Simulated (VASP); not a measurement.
# Te2Mo in VASP: single point with PBEsol

Aim: the single point of Te2Mo with PBEsol.

Program: VASP 6.6.1. These are calculated values, not measurements. Logs are shortened: lines on timing, memory, paths and dates and some standing lists are left out, and cuts for length are marked.

**1. The cell of the first run**

The cell holds a slab with vacuum, 3 atoms: a = 3.772 Å, b = 3.607 Å, c = 16.717 Å, α = 90.00°, β = 92.38°, γ = 118.56°.

**2. Single point, PBEsol (strained and its atoms moved)**

INCAR

```
PREC = Accurate ; ENCUT = 520
EDIFF = 1E-6 ; ISMEAR = 0
SIGMA = 0.02 ; LREAL = False
LASPH = True ; NELM = 60
ALGO = Normal ; ISIF = 2
LWAVE = False ; LCHARG = False
GGA = PS ; NBANDS = 20
```

KPOINTS

```
Automatic mesh
0
Gamma
  9 9 2
```

POSCAR

```
Te2Mo
1.0
    3.7702153454      0.0944173742     -0.0738036262
   -1.8033398280      3.1234844016     -0.0000047140
   -0.3632737186     -0.2097629721     16.7121682212
Te Mo
2 1
Direct
    0.3366937006      0.6683468553      0.8995604871
    0.3379789870      0.6689894985      0.1004465856
   -0.0080060276     -0.0040030138     -0.0000070728
```

Potentials or basis: VASP PAW PBE potentials, release 64 (Te, Mo_sv).

Command:

```bash
> cat potpaw_PBE.64/Te/POTCAR potpaw_PBE.64/Mo_sv/POTCAR > POTCAR
> mpirun -np 1 vasp_std > vasp.out
```

OUTCAR:

```text
PREC = Accurate
   ENCUT = 520
   EDIFF = 1E-6
   ISMEAR = 0
   LREAL = False
   LASPH = True
   NELM = 60
   ISIF = 2
   GGA = PS

 ion  position               nearest neighbor table
   1  0.337  0.668  0.900-   3 2.68   3 2.75   3 2.75   2 3.36
   2  0.338  0.669  0.100-   3 2.68   3 2.68   3 2.80   1 3.36
   3  0.992  0.996  1.000-   1 2.68   2 2.68   2 2.68   1 2.75   1 2.75   2 2.80

  LATTYP: Found a base centered monoclinic cell.
 ALAT       =     6.6262703697
 B/A-ratio  =     0.5443011759
 C/A-ratio  =     2.5229021962
 COS(beta)  =    -0.0473562534

  Lattice vectors:

 A1 = (   3.7702153454,   0.0944173742,  -0.0738036262)
 A2 = (   1.9668755174,   3.2179017758,  -0.0738083402)
 A3 = (  -0.3632737186,  -0.2097629721,  16.7121682212)

Analysis of symmetry for initial positions (statically):
=====================================================================
 Subroutine PRICEL returns:
 Original cell was already a primitive cell.

 Routine SETGRP: Setting up the symmetry group for a
 base centered monoclinic supercell.

 Subroutine GETGRP returns: Found  2 space group operations
 (whereof  2 operations were pure point group operations)
 out of a pool of  4 trial point group operations.

The static configuration has the point symmetry C_1h.

Analysis of symmetry for dynamics (positions and initial velocities):
=====================================================================
 Subroutine PRICEL returns:
 Original cell was already a primitive cell.

 Routine SETGRP: Setting up the symmetry group for a
 base centered monoclinic supercell.

 Subroutine GETGRP returns: Found  2 space group operations
 (whereof  2 operations were pure point group operations)
 out of a pool of  4 trial point group operations.

The dynamic configuration has the point symmetry C_1h.

 Subroutine INISYM returns: Found  2 space group operations
 (whereof  2 operations are pure point group operations),
 and found     1 'primitive' translations

----------------------------------------------------------------------------------------

                                     Primitive cell

  volume of cell :     199.5398

  direct lattice vectors                    reciprocal lattice vectors
     3.770215345  0.094417374 -0.073803626     0.261602872  0.151036104  0.007582214
    -1.803339828  3.123484402 -0.000004714    -0.007830205  0.315634519  0.003791485
    -0.363273719 -0.209762972 16.712168221     0.001155278  0.000667089  0.059870126

  length of vectors
     3.772119479  3.606686754 16.717432068     0.302167929  0.315754394  0.059884987

  position of ions in fractional coordinates (direct lattice)
     0.336693701  0.668346855  0.899560487
     0.337978987  0.668989498  0.100446586
     0.991993972  0.995996986  0.999992927

  ion indices of the primitive-cell ions
   primitive index   ion index
                 1           1
                 2           2
                 3           3

----------------------------------------------------------------------------------------

 KPOINTS: Automatic mesh

Automatic generation of k-mesh.
 Grid dimensions read from file:
 generate k-points for:    9    9    2

 Generating k-lattice:

  Cartesian coordinates                     Fractional coordinates (reciprocal lattice)
     0.029066986  0.016781789  0.000842468     0.111111111 -0.000000000  0.000000000
    -0.000870023  0.035070502  0.000421276    -0.000000000  0.111111111  0.000000000
     0.000577639  0.000333544  0.029935063     0.000000000 -0.000000000  0.500000000

  Length of vectors
     0.033574214  0.035083822  0.029942493

  Shift w.r.t. Gamma in fractional coordinates (k-lattice)
     0.000000000  0.000000000  0.000000000

 Subroutine IBZKPT returns following result:
 ===========================================

 Found     50 irreducible k-points:

 Following reciprocal coordinates:
            Coordinates               Weight
  0.000000  0.000000  0.000000      1.000000
  0.111111  0.000000  0.000000      2.000000
  0.222222  0.000000  0.000000      2.000000
  0.333333  0.000000 -0.000000      2.000000
  0.444444  0.000000  0.000000      2.000000
 -0.000000  0.111111  0.000000      4.000000
[... 16 lines left out ...]
  0.222222  0.444444  0.000000      4.000000
 -0.333333  0.444444 -0.000000      4.000000
 [... further k-points ...]
   k-points           NKPTS =     50   k-points in BZ     NKDIM =     50   number of bands    NBANDS=     20
   number of dos      NEDOS =    301   number of ions     NIONS =      3
   total plane-waves  NPLWV =  98784
   dimension x,y,z NGX =    28 NGY =   28 NGZ =  126
   dimension x,y,z NGXF=    56 NGYF=   56 NGZF=  252
   ions per type =               2   1
   NGX,Y,Z   is equivalent  to a cutoff of  12.34, 12.91, 12.53 a.u.
   NGXF,Y,Z  is equivalent  to a cutoff of  24.68, 25.81, 25.06 a.u.
 SYSTEM =  unknown system
   PREC   = accura    normal or accurate (medium, high low for compatibility)
   ISTART =      0    job   : 0-new  1-cont  2-samecut
   ICHARG =      2    charge: 1-file 2-atom 10-const
   ISPIN  =      1    spin polarized calculation?
   LNONCOLLINEAR =      F non collinear calculations
   LSORBIT =      F    spin-orbit coupling
   LASPH  =      T    aspherical Exc in radial PAW
   ENCUT  =  520.0 eV  38.22 Ry    6.18 a.u.   7.01  6.71 31.08*2*pi/ulx,y,z
   NELM   =     60;   NELMIN=  2; NELMDL= -5     # of ELM steps
   EDIFF  = 0.1E-05   stopping-criterion for ELM
   LREAL  =      F    real-space projection
   EDIFFG = 0.1E-04   stopping-criterion for IOM
   NSW    =      0    number of steps for IOM
   IBRION =     -1    ionic relax: 0-MD 1-quasi-New 2-CG
   NFREE  =      0    steps in history (QN), initial steepest desc. (CG)
   ISIF   =      2    stress and relaxation
   ISYM   =      2    0-nonsym 1-usesym 2-fastsym
   POTIM  = 0.5000    time-step for ionic-motion
   TEBEG  =    0.0;   TEEND  =   0.0 temperature during run
   PSTRESS=    0.0 pullay stress
   NELECT =      26.0000    total number of electrons
   NUPDOWN=      -1.0000    fix difference up-down
   EMIN   =  10.00;   EMAX   =-10.00  energy-range for DOS
   EFERMI =   0.00;   METHOD = LEGACY
   ISMEAR =     0;   SIGMA  =   0.02  broadening in eV -4-tet -1-fermi 0-gaus
   EFERMI_NEDOS =   21; number of points for ismear=-14 and -15
   IALGO  =     38    algorithm
   IMIX   =      4    mixing-type and parameters
     AMIX     =   0.40;   BMIX     =  1.00
     AMIX_MAG =   1.60;   BMIX_MAG =  1.00
  volume/ion in A,a.u.               =      66.51       448.85
  Fermi-wavevector in a.u.,A,eV,Ry     =   0.829958  1.568393  9.372103  0.688830
  Thomas-Fermi vector in A             =   1.942593
   LORBIT       =      0    0 simple, 1 ext, 2 COOP (PROOUT), +10 PAW based schemes
   GGA     = PS    functional components
   LHFCALC =     F    Hartree Fock is set to
   AEXX    =    0.0000 exact exchange contribution
   IVDW    =     0    specifies the selected vdW correction
   LEPSILON=     F    determine dielectric tensor
   LRPA    =     F    only Hartree local field effects (RPA)
 non-spin polarized calculation
 Gauss-broadening in eV      SIGMA  =   0.02
  energy-cutoff  :      520.00
  volume of cell :      199.54
 maximum number of plane-waves:      5421
   NGX = 15   NGY = 13   NGZ = 63

 number of electron      26.0000003 magnetization

 Free energy of the ion-electron system (eV)
  ---------------------------------------------------
  ext. energy  EPLUGINS =         0.00000000
  ---------------------------------------------------
  free energy    TOTEN  =       -19.24777643 eV

  energy without entropy =      -19.24777643  energy(sigma->0) =      -19.24777643

 E-fermi :   0.0047     XC(G=0):  -4.7124

 val. band max:       -0.2007181397   @ k =   0.0000   0.0000   0.5000
 cond. band min:       0.2276328448   @ k =   0.3333   0.3333   0.5000
 fundamental gap:      0.4283509845
 Fermi energy:         0.0047478741

 k-point     1 :       0.0000    0.0000    0.0000
  band No.  band energies     occupation
      1     -60.9351      2.00000
      2     -35.1052      2.00000
      3     -35.0316      2.00000
      4     -35.0310      2.00000
      5     -12.6710      2.00000
      6     -11.3818      2.00000
[... 12 lines left out ...]
     19       4.8261      0.00000
     20       4.9189      0.00000

 k-point     2 :       0.1111    0.0000    0.0000
  band No.  band energies     occupation
      1     -60.9346      2.00000
      2     -35.1132      2.00000
      3     -35.0326      2.00000
      4     -35.0299      2.00000
      5     -12.5422      2.00000
      6     -11.3109      2.00000
[... 12 lines left out ...]
     19       4.9963      0.00000
     20       5.4994      0.00000

 k-point     3 :       0.2222    0.0000    0.0000
  band No.  band energies     occupation
      1     -60.9334      2.00000
      2     -35.1335      2.00000
      3     -35.0366      2.00000
      4     -35.0254      2.00000
      5     -12.1868      2.00000
      6     -11.1183      2.00000
[... 12 lines left out ...]
     19       5.4642      0.00000
     20       6.2209      0.00000

 k-point     4 :       0.3333    0.0000   -0.0000
  band No.  band energies     occupation
      1     -60.9321      2.00000
      2     -35.1566      2.00000
      3     -35.0411      2.00000
      4     -35.0201      2.00000
      5     -11.7123      2.00000
      6     -10.8711      2.00000
[... 12 lines left out ...]
     19       5.7389      0.00000
     20       6.0069      0.00000

 k-point     5 :       0.4444    0.0000    0.0000
  band No.  band energies     occupation
      1     -60.9312      2.00000
      2     -35.1717      2.00000
      3     -35.0440      2.00000
      4     -35.0167      2.00000
      5     -11.3397      2.00000
      6     -10.6894      2.00000
[... 12 lines left out ...]
     19       5.9924      0.00000
     20       6.3416      0.00000
[... 353 lines left out ...]
      6     -10.4525      2.00000
[... 12 lines left out ...]
     19       5.6336      0.00000
     20       6.1327      0.00000

 k-point    22 :       0.1111    0.4444   -0.0000
  band No.  band energies     occupation
      1     -60.9294      2.00000
      2     -35.1440      2.00000
      3     -35.0981      2.00000
      4     -35.0124      2.00000
      5     -11.0615      2.00000
      6     -10.3932      2.00000
[... 12 lines left out ...]
     19       6.5208      0.00000
     20       6.7053      0.00000

 k-point    23 :       0.2222    0.4444    0.0000
  band No.  band energies     occupation
      1     -60.9293      2.00000
      2     -35.1397      2.00000
      3     -35.1055      2.00000
      4     -35.0118      2.00000
      5     -11.0034      2.00000
      6     -10.3530      2.00000
[... 12 lines left out ...]
     19       5.9238      0.00000
     20       6.9681      0.00000

 k-point    24 :      -0.3333    0.4444   -0.0000
  band No.  band energies     occupation
      1     -60.9299      2.00000
      2     -35.1338      2.00000
      3     -35.0993      2.00000
      4     -35.0141      2.00000
      5     -11.2656      2.00000
      6     -10.5027      2.00000
[... 12 lines left out ...]
     19       6.2886      0.00000
     20       6.3542      0.00000

 [... further k-points ...]
[... 5 lines left out ...]
  --------------------------------------------------------------------------------------
  -------------------------------------------------------------------------------------
  Total       -3.5353628     -2.7253435      2.4557326     -0.7015159      0.9360897      1.6213495
  in kB      -28.3867028    -21.8827653     19.7179623     -5.6327243      7.5162014     13.0183999
  external PRESSURE =     -10.1838353 kB  Pullay stress =       0.0000000 kB

 VOLUME and BASIS-vectors are now :
 -----------------------------------------------------------------------------
  energy-cutoff  :      520.00
  volume of cell :      199.54
      direct lattice vectors                 reciprocal lattice vectors
     3.770215345  0.094417374 -0.073803626     0.261602872  0.151036104  0.007582214
    -1.803339828  3.123484402 -0.000004714    -0.007830205  0.315634519  0.003791485
    -0.363273719 -0.209762972 16.712168221     0.001155278  0.000667089  0.059870126

 POSITION                                       TOTAL-FORCE (eV/Angst)
 -----------------------------------------------------------------------------------
     -0.26264      1.93067     15.00875        -0.543667     -0.313886     -0.703251
      0.03135      2.10042      1.65373         0.377598      0.218006      0.792103
      1.58064      2.99488     16.63883         0.166069      0.095880     -0.088853
 -----------------------------------------------------------------------------------
    total drift:                                0.000272      0.000291      0.000125

  FREE ENERGIE OF THE ION-ELECTRON SYSTEM (eV)
  ---------------------------------------------------
  free  energy   TOTEN  =       -19.2477764257 eV

  energy  without entropy=      -19.2477764257  energy(sigma->0) =      -19.24777643
```

It took 8.5 min on 1 thread of AMD EPYC 7R13, shared host; peak memory 0.4 GiB.

Results:

```
Free energy            : -19.2478 eV
Largest force          : 0.943 eV/Å
Band gap on the k mesh : 0.43 eV, indirect (least direct gap 0.70 eV)
```

Forces on the atoms (eV/Å):
```
Te  -0.544 -0.314 -0.703
Te   0.378  0.218  0.792
Mo   0.166  0.096 -0.089
```

Caveat: the cell differs from its parent crystal (strained and its atoms moved); the PAW data sets were made with another functional, which shifts forces and pressure a little; spin-orbit coupling is left out, which moves the levels of the heavy elements.
